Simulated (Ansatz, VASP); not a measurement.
Two plane-wave programs on CuGe4

```xyz
5
Lattice="4.0304 0.0000 0.0000 -2.0152 3.4904 0.0000 0.0000 0.0000 21.5984" Properties=species:S:1:pos:R:3 pbc="T T T"
Ge    0.0000    2.3269    4.0000
Ge    0.0000    0.0000    4.8227
Ge    0.0000    0.0000    7.4366
Ge    2.0152    1.1635    8.1984
Cu    1.5674    1.9391   10.9984
```

Alike in both runs: task single point; functional PBE; dispersion D3(BJ); k mesh 9 × 9 × 1; occupations gaussian, width 0.1 eV; no spin polarisation.

|  | VASP | Ansatz |
| --- | --- | --- |
| version | VASP 6.6.1 | Ansatz 0.2.0 |
| potentials or method | VASP PAW PBE potentials, release 64 (Ge_d, Cu), cutoff 520 eV | scalar-relativistic, plane waves, PAW |
| valence electrons in the cell | 67 | 75 |

Ansatz gave:

- gap on the k mesh at the Fermi level (eV): none
- rms of the force components (eV/Å): 0.340

Task: What did VASP give for the same quantities?

Result: gap on the k mesh at the Fermi level (eV): none; rms of the force components (eV/Å): 0.338.

Atom by atom the forces differ by 0.002 eV/Å (rms over components). A gap of «none» marks a metal or a gap that the smearing closes. VASP's potentials hold 67 valence electrons a cell and Ansatz's 75, so a difference there can come from the potentials and not from the codes.
